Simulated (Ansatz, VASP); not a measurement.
# GdN: VASP beside Ansatz

File INCAR:

```
SYSTEM = GdN
  ALGO = Normal
  EDIFF = 1E-6
  ENCUT = 600
  GGA = PE
  GGA_COMPAT = .False.
  ISIF = 2
  ISMEAR = -1
  ISPIN = 2
  LASPH = .True.
  LCHARG = .False.
  LMAXMIX = 6
  LORBIT = 11
  LREAL = .False.
  LWAVE = .False.
  MAGMOM = 7 0
  NBANDS = 22
  NELM = 200
  PREC = Accurate
  SIGMA = 0.15
```

File KPOINTS:

```
k-points
0
Gamma
  3 3 3
  0 0 0
```

POSCAR

```
GdN
1.0
    0.0000000000      2.4500000000      2.4500000000
    2.4500000000      0.0000000000      2.4500000000
    2.4500000000      2.4500000000      0.0000000000
Gd N
1 1
Direct
    0.0000000000      0.0000000000      0.0000000000
    0.4234693878      0.4234693878     -0.4234693878
```

Input for Ansatz:

```yaml
crystal:
  atoms:
  - position: [0.0, 0.0, 0.0]
    spin: 7
    symbol: Gd
  - position: [0.42346938775510196, 0.42346938775510196, -0.42346938775510196]
    symbol: N
  lattice:
  - [0.0, 2.45, 2.45]
  - [2.45, 0.0, 2.45]
  - [2.45, 2.45, 0.0]
hamiltonian:
  dispersion: none
  pseudopotentials:
    dirac_shells:
      Gd: [2p, 3d, 3p]
    kind: all_electron
    lapw:
      basis_error: 0.025 meV
      muffin_tin_radii: {Gd: 1.1007, N: 0.8361}
    relativity: scalar
  xc: pbe
kpoints:
  mp_grid:
    grid: [3, 3, 3]
    shift: [0, 0, 0]
magnetization: {spin_polarized: true}
output: {forces: true, stress: true}
scf:
  convergence: {dr2_threshold: 1e-10 eV}
  lower_state_search: 'off'
  max_iter: 200
  occupations: {method: fermi_dirac, width: 0.15}
```

Alike in both runs: task single point; functional PBE; k mesh 3 × 3 × 3; occupations fermi-dirac, width 0.15 eV; collinear spin.

|  | VASP | Ansatz |
| --- | --- | --- |
| version | VASP 6.6.1 | Ansatz 0.2 development build |
| potentials or method | VASP PAW PBE potentials, release 64 (Gd, N), cutoff 600 eV | all-electron full-potential LAPW, scalar-relativistic |

```csv
,VASP,Ansatz,Ansatz less VASP
pressure (GPa),15.6,15.4,-0.17
"traceless stress, the component that is largest in VASP (GPa)",17.71,17.19,-0.521
rms of the force components (eV/Å),1.405,1.364,-0.0408
net moment per atom (μB),3.50,3.50,0.000
size of the moment on the site where the two differ most (μB),6.79,6.83,+0.038
```

Site moments also hang on the region over which each program counts them. Atom by atom the forces differ by 0.041 eV/Å (rms over components). Ansatz ran all-electron here, and VASP with PAW potentials. Ansatz's warnings: basis target unmet.

The k mesh is coarse, so the values compare programs but aren't converged. Spin-orbit coupling is off throughout.
